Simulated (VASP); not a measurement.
The system is AlN.

```
CELL_PARAMETERS angstrom
0.00000 2.18399 2.18399
2.18399 0.00000 2.18399
2.18399 2.18399 0.00000
ATOMIC_POSITIONS crystal
Al 0.00000 0.00000 0.00000
N 0.75000 0.75000 0.75000
```

| Item | Value |
| --- | --- |
| Program | VASP 6.6.1 |
| Task | relaxation of cell and atoms |
| Functional | PBE |
| Potentials or basis | VASP PAW PBE potentials, release 64 (Al, N) |
| Cutoff | 600 eV |
| k mesh | 10 × 10 × 10 |
| Occupations | gaussian, width 0.02 eV |
| Spin | no spin polarisation |

At the start: pressure 4.5 GPa; volume 10.42 Å³/atom.

Question: Where does the relaxation end?

Answer: Over 3 steps the energy falls by 3.2 meV/atom and the volume is 10.65 Å³/atom (+2.2 %); space group F-43m (No. 216, to 0.05 Å).

Step by step:
```tsv
step	energy change (eV)	largest force (eV/Å)	pressure (GPa)	volume (Å³)
1	0.0000	0.0000	4.47	20.83
2	-0.0014	0.0000	-3.68	21.72
3	-0.0064	0.0000	0.00	21.30
```

Final structure:
```
Al N
1.0
     0.00000    2.20019    2.20019
     2.20019    0.00000    2.20019
     2.20019    2.20019    0.00000
Al N
1 1
Direct
  0.00000 0.00000 0.00000
  0.75000 0.75000 0.75000
```
